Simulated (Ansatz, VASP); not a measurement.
## One calculation of SnO2, two programs

```
Sn O
1.0
     4.75478    0.00000    0.00000
     0.00000    4.75478    0.00000
     0.00000    0.00000    3.27348
Sn O
2 4
Direct
  0.50000 0.50000 0.50000
  0.00000 0.00000 0.00000
  0.19339 0.80661 0.50000
  0.80661 0.19339 0.50000
  0.30661 0.30661 0.00000
  0.69339 0.69339 0.00000
```

Alike in both runs: task single point; functional PBE; k mesh 6 × 6 × 8; occupations gaussian, width 0.02 eV; no spin polarisation.

```csv
,VASP,Ansatz
version,VASP 6.6.1,Ansatz 0.2.0
potentials or method,"VASP PAW PBE potentials, release 64 (Sn_d, O), cutoff 520 eV","scalar-relativistic, plane waves, PAW"
valence electrons in the cell,52,52
```

|  | VASP | Ansatz | Ansatz less VASP |
| --- | --- | --- | --- |
| gap on the k mesh at the Fermi level (eV) | 0.79 | 0.80 | +0.011 |
| least direct gap on the mesh (eV) | 0.79 | 0.80 | +0.011 |
| pressure (GPa) | 3.4 | 2.8 | -0.64 |
| traceless stress, the component that is largest in VASP (GPa) | -2.63 | -2.80 | -0.167 |
| rms of the force components (eV/Å) | 0.005 | 0.000 | -0.0045 |

Atom by atom the forces differ by 0.005 eV/Å (rms over components).
